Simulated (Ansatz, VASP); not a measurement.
# Two plane-wave programs on Sr

```
Sr
1.0
     4.31000    0.00000    0.00000
    -2.15500    3.73257    0.00000
     0.00000    0.00000    7.05000
Sr
2
Direct
  0.33333 0.66667 0.25000
  0.67827 0.33333 0.75000
```

Alike in both runs: task single point; functional LDA; k mesh 7 × 7 × 4; occupations fermi-dirac, width 0.15 eV; no spin polarisation.

```csv
,VASP,Ansatz
version,VASP 6.6.1,Ansatz 0.2.0
potentials or method,"VASP PAW LDA potentials, release 64 (Sr_sv)","plane waves, PAW"
plane-wave cutoff (eV),520,420
valence electrons in the cell,20,20
```

|  | VASP | Ansatz | Ansatz less VASP |
| --- | --- | --- | --- |
| rms of the force components (eV/Å) | 0.009 | 0.009 | 0.0000 |

LDA's correlation is that of Perdew and Zunger in VASP and of Perdew and Wang (1992) in Ansatz. Atom by atom the forces differ by 0.000 eV/Å (rms over components).
